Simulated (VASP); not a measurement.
# Ru3Pt (Pm-3n) in VASP: further runs, part 2 of 2

VASP 6.6.1. The steps go on from the part before.

## 4. Relaxation of cell and atoms, PBE

INCAR reads:

```
SYSTEM = Ru3Pt
ALGO = Normal
EDIFF = 1E-7
EDIFFG = -0.04
ENCUT = 600
GGA = PE
IBRION = 2
ISIF = 3
ISMEAR = 0
LASPH = .True.
LCHARG = .False.
LREAL = .False.
LWAVE = .False.
NELM = 80
NSW = 90
PREC = Accurate
SIGMA = 0.1
```

KPOINTS reads:

```
k-points
0
Gamma
  4 4 4
  0 0 0
```

POSCAR reads:

```
Ru3Pt
1.0
    4.7859546500      0.0000000000      0.0000000000
    0.0000000000      4.7859546500      0.0000000000
    0.0000000000      0.0000000000      4.7859546500
Ru Pt
6 2
Direct
    0.2500000000      0.0000000000      0.5000000000
    0.7500000000      0.0000000000      0.5000000000
    0.5000000000      0.2500000000      0.0000000000
    0.5000000000      0.7500000000      0.0000000000
    0.0000000000      0.5000000000      0.2500000000
    0.0000000000      0.5000000000      0.7500000000
    0.0000000000      0.0000000000      0.0000000000
    0.5000000000      0.5000000000      0.5000000000
```

Potentials or basis: VASP PAW PBE potentials, release 64 (Ru_pv, Pt).

The run is started by

```
$ cat potpaw_PBE.64/Ru_pv/POTCAR potpaw_PBE.64/Pt/POTCAR > POTCAR
$ mpirun -np 1 vasp_std > vasp.out
```

OUTCAR:

```text
SYSTEM = Ru3Pt
   EDIFF = 1E-7
   EDIFFG = -0.04
   ENCUT = 600
   GGA = PE
   IBRION = 2
   ISIF = 3
   ISMEAR = 0
   LASPH = .True.
   LREAL = .False.
   NELM = 80
   NSW = 90
   PREC = Accurate

 ion  position               nearest neighbor table
   1  0.250  0.000  0.500-   2 2.39   2 2.39   8 2.68   7 2.68   8 2.68   7 2.68   4 2.93   3 2.93
                             4 2.93   5 2.93   5 2.93   6 2.93   6 2.93   3 2.93
   2  0.750  0.000  0.500-   1 2.39   1 2.39   8 2.68   7 2.68   8 2.68   7 2.68   4 2.93   3 2.93
                             4 2.93   5 2.93   5 2.93   6 2.93   6 2.93   3 2.93
   3  0.500  0.250  0.000-   4 2.39   4 2.39   8 2.68   8 2.68   7 2.68   7 2.68   1 2.93   1 2.93
                             2 2.93   5 2.93   6 2.93   5 2.93   6 2.93   2 2.93
   4  0.500  0.750  0.000-   3 2.39   3 2.39   8 2.68   8 2.68   7 2.68   7 2.68   1 2.93   1 2.93
                             2 2.93   5 2.93   6 2.93   5 2.93   6 2.93   2 2.93
   5  0.000  0.500  0.250-   6 2.39   6 2.39   8 2.68   7 2.68   7 2.68   8 2.68   3 2.93   4 2.93
                             1 2.93   2 2.93   1 2.93   3 2.93   4 2.93   2 2.93
   6  0.000  0.500  0.750-   5 2.39   5 2.39   8 2.68   7 2.68   7 2.68   8 2.68   3 2.93   4 2.93
                             1 2.93   2 2.93   1 2.93   3 2.93   4 2.93   2 2.93
   7  0.000  0.000  0.000-   1 2.68   2 2.68   3 2.68   4 2.68   5 2.68   6 2.68   1 2.68   2 2.68
                             5 2.68   6 2.68   3 2.68   4 2.68
   8  0.500  0.500  0.500-   1 2.68   2 2.68   3 2.68   4 2.68   5 2.68   6 2.68   3 2.68   4 2.68
                             1 2.68   2 2.68   5 2.68   6 2.68

  LATTYP: Found a simple cubic cell.
 ALAT       =     4.7859546500

  Lattice vectors:

 A1 = (   4.7859546500,   0.0000000000,   0.0000000000)
 A2 = (   0.0000000000,   4.7859546500,   0.0000000000)
 A3 = (   0.0000000000,   0.0000000000,   4.7859546500)

Analysis of symmetry for initial positions (statically):
=====================================================================
 Subroutine PRICEL returns:
 Original cell was already a primitive cell.

 Routine SETGRP: Setting up the symmetry group for a
 simple cubic supercell.

 Subroutine GETGRP returns: Found 48 space group operations
 (whereof 24 operations were pure point group operations)
 out of a pool of 48 trial point group operations.

The static configuration has the point symmetry T_h .
 The point group associated with its full space group is O_h .

Analysis of symmetry for dynamics (positions and initial velocities):
=====================================================================
 Subroutine PRICEL returns:
 Original cell was already a primitive cell.

 Routine SETGRP: Setting up the symmetry group for a
 simple cubic supercell.

 Subroutine GETGRP returns: Found 48 space group operations
 (whereof 24 operations were pure point group operations)
 out of a pool of 48 trial point group operations.

The dynamic configuration has the point symmetry T_h .
 The point group associated with its full space group is O_h .

 Subroutine INISYM returns: Found 48 space group operations
 (whereof 24 operations are pure point group operations),
 and found     1 'primitive' translations

----------------------------------------------------------------------------------------

                                     Primitive cell

  volume of cell :     109.6240

  direct lattice vectors                    reciprocal lattice vectors
     4.785954650  0.000000000  0.000000000     0.208944730  0.000000000  0.000000000
     0.000000000  4.785954650  0.000000000     0.000000000  0.208944730  0.000000000
     0.000000000  0.000000000  4.785954650     0.000000000  0.000000000  0.208944730

  length of vectors
     4.785954650  4.785954650  4.785954650     0.208944730  0.208944730  0.208944730

  position of ions in fractional coordinates (direct lattice)
[... 65 lines left out ...]
   NGXF,Y,Z  is equivalent  to a cutoff of  27.79, 27.79, 27.79 a.u.
 SYSTEM =  Ru3Pt
   PREC   = accura    normal or accurate (medium, high low for compatibility)
   ISTART =      0    job   : 0-new  1-cont  2-samecut
   ICHARG =      2    charge: 1-file 2-atom 10-const
   ISPIN  =      1    spin polarized calculation?
   LNONCOLLINEAR =      F non collinear calculations
   LSORBIT =      F    spin-orbit coupling
   LASPH  =      T    aspherical Exc in radial PAW
   ENCUT  =  600.0 eV  44.10 Ry    6.64 a.u.   9.56  9.56  9.56*2*pi/ulx,y,z
   NELM   =     80;   NELMIN=  2; NELMDL= -5     # of ELM steps
   EDIFF  = 0.1E-06   stopping-criterion for ELM
   LREAL  =      F    real-space projection
   EDIFFG = -.4E-01   stopping-criterion for IOM
   NSW    =     90    number of steps for IOM
   IBRION =      2    ionic relax: 0-MD 1-quasi-New 2-CG
   NFREE  =      1    steps in history (QN), initial steepest desc. (CG)
   ISIF   =      3    stress and relaxation
   ISYM   =      2    0-nonsym 1-usesym 2-fastsym
   POTIM  = 0.5000    time-step for ionic-motion
   TEBEG  =    0.0;   TEEND  =   0.0 temperature during run
   PSTRESS=    0.0 pullay stress
   NELECT =     104.0000    total number of electrons
   NUPDOWN=      -1.0000    fix difference up-down
   EMIN   =  10.00;   EMAX   =-10.00  energy-range for DOS
   EFERMI =   0.00;   METHOD = LEGACY
   ISMEAR =     0;   SIGMA  =   0.10  broadening in eV -4-tet -1-fermi 0-gaus
   EFERMI_NEDOS =   21; number of points for ismear=-14 and -15
   IALGO  =     38    algorithm
   IMIX   =      4    mixing-type and parameters
     AMIX     =   0.40;   BMIX     =  1.00
     AMIX_MAG =   1.60;   BMIX_MAG =  1.00
  volume/ion in A,a.u.               =      13.70        92.47
  Fermi-wavevector in a.u.,A,eV,Ry     =   1.608610  3.039832 35.206780  2.587625
  Thomas-Fermi vector in A             =   2.704452
   LORBIT       =      0    0 simple, 1 ext, 2 COOP (PROOUT), +10 PAW based schemes
   GGA     = PE    functional components
   LHFCALC =     F    Hartree Fock is set to
   AEXX    =    0.0000 exact exchange contribution
   IVDW    =     0    specifies the selected vdW correction
   LEPSILON=     F    determine dielectric tensor
   LRPA    =     F    only Hartree local field effects (RPA)
 conjugate gradient relaxation of ions
 non-spin polarized calculation
 Gauss-broadening in eV      SIGMA  =   0.10
  energy-cutoff  :      600.00
  volume of cell :      109.62
 maximum number of plane-waves:      3743
 NGX is ok and might be reduce to    40
   NGX = 19   NGY = 19   NGZ = 19

--------------------------------------- Ionic step        1  -------------------------------------------

 number of electron     104.0000028 magnetization

 Free energy of the ion-electron system (eV)
  ---------------------------------------------------
  ext. energy  EPLUGINS =         0.00000000
  ---------------------------------------------------
  free energy    TOTEN  =       -64.43168088 eV

  energy without entropy =      -64.37804420  energy(sigma->0) =      -64.40486254

------------------------ aborting loop because EDIFF is reached ----------------------------------------

  FORCE on cell =-STRESS in cart. coord.  units (eV):
  Direction    XX          YY          ZZ          XY          YZ          ZX
  --------------------------------------------------------------------------------------
  -------------------------------------------------------------------------------------
  Total       13.8475263     13.8475263     13.8475263     -0.0000000      0.0000000      0.0000000
  in kB      202.3844046    202.3844046    202.3844046     -0.0000000      0.0000000      0.0000000
  external PRESSURE =     202.3844046 kB  Pullay stress =       0.0000000 kB
[... 29 lines left out ...]
--------------------------------------- Ionic step        2  -------------------------------------------

 number of electron     103.9999996 magnetization

 E-fermi :   9.0179     XC(G=0): -12.6048

 val. band max:        9.0166319721   @ k =   0.5000   0.2500   0.2500
 cond. band min:       9.0741135440   @ k =   0.5000   0.5000   0.5000
 fundamental gap:      0.0574815719
 Fermi energy:         9.0179230765

 k-point     1 :       0.0000    0.0000    0.0000
  band No.  band energies     occupation
      1     -34.4170      2.00000
      2     -34.4170      2.00000
      3     -34.3687      2.00000
      4     -33.7349      2.00000
      5     -33.7349      2.00000
      6     -33.7349      2.00000
[... 722 lines left out ...]
--------------------------------------- Ionic step        4  -------------------------------------------

 number of electron     104.0000011 magnetization

 Free energy of the ion-electron system (eV)
  ---------------------------------------------------
  ext. energy  EPLUGINS =         0.00000000
  ---------------------------------------------------
  free energy    TOTEN  =       -64.85172517 eV

  energy without entropy =      -64.79178098  energy(sigma->0) =      -64.82175307

 E-fermi :  11.9705     XC(G=0): -13.6565

 val. band max:       11.9611650758   @ k =   0.5000   0.2500   0.2500
 cond. band min:      11.9891332871   @ k =   0.5000   0.5000   0.2500
 fundamental gap:      0.0279682113
 Fermi energy:        11.9705187030

 k-point     1 :       0.0000    0.0000    0.0000
  band No.  band energies     occupation
      1     -32.1323      2.00000
      2     -32.1323      2.00000
      3     -32.0374      2.00000
      4     -31.1826      2.00000
      5     -31.1826      2.00000
      6     -31.1826      2.00000
[... 674 lines left out ...]
  FREE ENERGIE OF THE ION-ELECTRON SYSTEM (eV)
  ---------------------------------------------------
  free  energy   TOTEN  =       -64.8517251678 eV

  energy  without entropy=      -64.7917809790  energy(sigma->0) =      -64.82175307

 reached required accuracy - stopping structural energy minimisation
```

Wall time 5.1 min (1 thread of Intel Xeon Platinum 8488C (Sapphire Rapids), shared host); peak memory 0.28 GiB.

Results:

```yaml
Free_energy: -64.8517 eV
Relaxed_volume: 14.60 Å³/atom
Relaxed_cell: a = 4.888 Å, b = 4.888 Å, c = 4.888 Å, α = 90.00°, β = 90.00°, γ = 90.00°
Space_group_after_relaxing_to_0.1_Å: Pm-3n (No. 223)
Energy_gained_by_relaxing: 52.5 meV/atom
Ionic_steps: 4
Pressure_after_relaxing: -0.1 GPa
Band_gap_on_the_k_mesh: zero (bands 52 and 53 overlap by 0.27 eV)
```

Step by step:
```tsv
step	energy change (eV)	largest force (eV/Å)	pressure (GPa)	volume (Å³)
1	0.0000	0.0000	20.24	109.62
2	2.2379	0.0000	-31.16	139.44
3	-0.4179	0.0000	-1.25	117.25
4	-0.4200	0.0000	-0.14	116.77
```

Final structure:
```
CELL_PARAMETERS angstrom
4.88772 0.00000 0.00000
0.00000 4.88772 0.00000
0.00000 0.00000 4.88772
ATOMIC_POSITIONS crystal
Ru 0.25000 0.00000 0.50000
Ru 0.75000 0.00000 0.50000
Ru 0.50000 0.25000 0.00000
Ru 0.50000 0.75000 0.00000
Ru 0.00000 0.50000 0.25000
Ru 0.00000 0.50000 0.75000
Pt 0.00000 0.00000 0.00000
Pt 0.50000 0.50000 0.50000
```

Levels at points of the mesh, in eV from the Fermi level:
| k point | band 49 | band 50 | band 51 | band 52 | band 53 | band 54 | band 55 | band 56 |
| --- | --- | --- | --- | --- | --- | --- | --- | --- |
| (0.00, 0.00, 0.00) | -0.74 | -0.74 | -0.74 | 0.18 | 0.18 | 0.64 | 0.64 | 0.64 |
| (0.50, 0.00, 0.00) | -0.40 | -0.40 | -0.19 | -0.19 | -0.08 | -0.08 | 0.27 | 0.27 |
| (0.50, 0.50, 0.00) | -0.90 | -0.70 | -0.69 | -0.34 | 0.19 | 0.33 | 0.33 | 0.36 |
| (0.50, 0.50, 0.50) | -0.08 | -0.08 | -0.08 | -0.08 | 0.07 | 0.07 | 0.07 | 0.07 |

Caveat: spin-orbit coupling is left out, which moves the levels of the heavy elements.

## 5. Summary

```tsv
task	cell	cutoff (eV)	gap on the mesh (eV)	pressure (GPa)
single point	a = 4.786 Å, 8 atoms	520	none	20.2
single point	a = 4.888 Å, 8 atoms	520	none	-0.2
relaxation of cell and atoms	relaxed from a = 4.786 Å, 8 atoms	600	none	-0.1
```

Alike in all rows: level PBE; potentials or basis VASP PAW PBE potentials, release 64 (Ru_pv, Pt); no spin polarisation; k mesh 4 × 4 × 4; smearing gaussian 0.1 eV.

Caveats: spin-orbit coupling is left out, which moves the levels of the heavy elements; the cell stands under pressure (at least some runs).

Absolute energies hang on the potentials; compare differences alone.
